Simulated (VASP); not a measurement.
A run of VASP 6.6.1 is set up as follows.

INCAR

```
SYSTEM = WS2
PREC = Accurate ; ENCUT = 520
EDIFF = 1E-6 ; ISMEAR = -1
SIGMA = 0.02 ; LREAL = .FALSE.
LASPH = .TRUE. ; NELM = 150
ALGO = Normal ; ISIF = 2
LWAVE = .FALSE. ; LCHARG = .FALSE.
ISPIN = 2 ; MAGMOM = 2 2 0 0 0 0
LORBIT = 11 ; LMAXMIX = 4
GGA = PE ; IBRION = 2
NSW = 80 ; EDIFFG = -0.02
KPAR = 8
```

Contents of KPOINTS:

```
regular mesh
0
G
  16 16 4
  0 0 0
```

Contents of POSCAR:

```
WS2
1.0
    3.1946942321      0.0000000000      0.0000000000
   -1.5973471161      2.7666863623      0.0000000000
    0.0000000000      0.0000000000     12.4851633333
W S
2 4
Direct
    0.3333333333      0.6666666667      0.2500000000
    0.6666666667      0.3333333333      0.7500000000
    0.3333333333      0.6666666667      0.6220616243
    0.6666666667      0.3333333333      0.1220616243
    0.3333333333      0.6666666667      0.8779383757
    0.6666666667      0.3333333333      0.3779383757
```

Potentials or basis: VASP PAW PBE potentials, release 64 (W_sv, S).

The run is started by

```bash
$ cat potpaw_PBE.64/W_sv/POTCAR potpaw_PBE.64/S/POTCAR > POTCAR
$ mpirun -np 8 vasp_std > vasp.out
```

Question: Estimate the energy gained by relaxing.

Answer: 7.3 meV/atom.

Question: What does it give for the net moment?

Answer: 0.00 μB per cell.

Question: Estimate the band gap on the k mesh.

Answer: 1.07 eV (least direct gap 1.84 eV).

Final structure:
```xyz
6
Lattice="3.1947 0.0000 0.0000 -1.5973 2.7667 0.0000 0.0000 0.0000 12.4852" Properties=species:S:1:pos:R:3 pbc="T T T"
W     0.0000    1.8445    3.1213
W     1.5973    0.9222    9.3639
S     0.0000    1.8445    7.8000
S     1.5973    0.9222    1.5574
S     0.0000    1.8445   10.9278
S     1.5973    0.9222    4.6852
```

Caveat: spin-orbit coupling is left out, which moves the levels of the heavy elements. A k mesh can miss the band edges.
